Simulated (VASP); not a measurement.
Input of a VASP 6.6.1 run:

Contents of POSCAR:

```
Ba
1.0
    3.8745781693      0.0000000000      0.0000000000
    0.0000000000      3.8745781693      0.0000000000
    0.0000000000      0.0000000000      3.8420704231
Ba
1
Direct
    0.5000000000      0.5000000000      0.5000000000
```

File INCAR.step1:

```
ALGO     = Normal         # electronic algorithm
EDIFF    = 1E-4           # SCF threshold, eV
ENCUT    = 520            # plane-wave cutoff, eV
GGA      = PE             # functional
ISMEAR   = 0              # smearing method
LASPH    = T              # aspherical terms in the spheres
LCHARG   = F              # write CHGCAR
LREAL    = F              # projectors in reciprocal space
LWAVE    = T              # write WAVECAR
NBANDS   = 11             # bands
NELM     = 100            # most SCF steps
PREC     = Accurate       # precision mode
SIGMA    = 0.15           # smearing width, eV
```

The input INCAR.step2:

```
ALGO     = Normal         # electronic algorithm
EDIFF    = 1E-6           # SCF threshold, eV
ENCUT    = 520            # plane-wave cutoff, eV
ISIF     = 2              # what is computed and relaxed
ISMEAR   = 0              # smearing method
ISTART   = 1            
LASPH    = T              # aspherical terms in the spheres
LCHARG   = T              # write CHGCAR
LELF     = T              # ELF
LMIXTAU  = T            
LREAL    = F              # projectors in reciprocal space
LVHAR    = T            
LWAVE    = F              # write WAVECAR
METAGGA  = R2SCAN         # meta-GGA
NBANDS   = 11             # bands
NELM     = 100            # most SCF steps
PREC     = Accurate       # precision mode
SIGMA    = 0.15           # smearing width, eV
```

Contents of KPOINTS:

```
k-points
0
Gamma
  14 14 14
```

Potentials or basis: VASP PAW PBE potentials, release 64 (Ba_sv).

Run with:

```bash
$ cat potpaw_PBE.64/Ba_sv/POTCAR > POTCAR
$ cp INCAR.step1 INCAR
$ mpirun -np 1 vasp_std > vasp.out
$ cp INCAR.step2 INCAR
$ mpirun -np 1 vasp_std > vasp.out
```

(1) Estimate the pressure.

(2) Predict the band gap on the k mesh.

Results:

(1) 0.5 GPa.

(2) zero (band 5 reaches 2.12 eV, above the bottom of band 6 at 1.84 eV).

Caveat: the PAW data sets were made with another functional, which shifts forces and pressure a little; spin-orbit coupling is left out, which moves the levels of the heavy elements.
